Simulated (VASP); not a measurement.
Here is a VASP 6.6.1 calculation.

Contents of INCAR:

```
SYSTEM = AlFe
  PREC = Accurate
  ENCUT = 600
  EDIFF = 1E-6
  ISMEAR = -1
  SIGMA = 0.05
  LREAL = .FALSE.
  LASPH = .TRUE.
  NELM = 200
  ALGO = Normal
  ISIF = 2
  LWAVE = .FALSE.
  LCHARG = .FALSE.
  ISPIN = 2
  MAGMOM = 3.8 0
  LORBIT = 11
  NUPDOWN = 3.8
  LMAXMIX = 4
  GGA = PE
  NBANDS = 20
  GGA_COMPAT = .FALSE.
```

File KPOINTS:

```
regular mesh
0
G
  8 8 8
  0 0 0
```

Contents of POSCAR:

```
AlFe
1.0
    2.9100000000      0.0000000000      0.0000000000
    0.0000000000      2.9100000000      0.0000000000
    0.0000000000      0.0000000000      2.9100000000
Fe Al
1 1
Direct
    0.5000000000      0.5000000000      0.5000000000
    0.0000000000      0.0000000000      0.0000000000
```

Potentials or basis: VASP PAW PBE potentials, release 64 (Fe_sv, Al).

Run with:

```sh
$ cat potpaw_PBE.64/Fe_sv/POTCAR potpaw_PBE.64/Al/POTCAR > POTCAR
$ mpirun -np 1 vasp_std > vasp.out
```

(1) Estimate the pressure.

## Answers

(1) 30.8 GPa.

Caveat: the total moment is fixed, so each spin has its own Fermi level.
